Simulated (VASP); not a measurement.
The system is Tc.

```
Tc
1.0
     2.73936    0.00000    0.00000
    -1.36968    2.37235    0.00000
     0.00000    0.00000    8.76968
Tc
4
Cartesian
  1.3697 0.7908 6.5773
  0.0000 0.0000 4.3848
  0.0000 1.5816 2.1924
  0.0000 0.0000 0.0000
```

Base run:

```yaml
Program: VASP 6.6.1
Functional: PBE
Potentials_or_basis: VASP PAW PBE potentials, release 64 (Tc_pv)
Cutoff: 520 eV
k_mesh: 11 × 11 × 3
Occupations: fermi-dirac, width 0.05 eV
Spin: no spin polarisation
```

Its results: band gap on the k mesh zero (bands 26 and 27 overlap by 2.92 eV); pressure 3.6 GPa.

Question: The run is repeated on the same cell with these changes: functional from PBE to PBEsol. What comes out?

Answer: Band gap on the k mesh zero (bands 26 and 27 overlap by 2.89 eV); pressure -6.0 GPa.

PBEsol binds more tightly than PBE, so the same cell stands under less pressure.

Caveats: the cell stands under pressure (at least some runs); the cell stands under tension (at least some runs); the PAW data sets were made with another functional, which shifts forces and pressure a little (at least some runs).
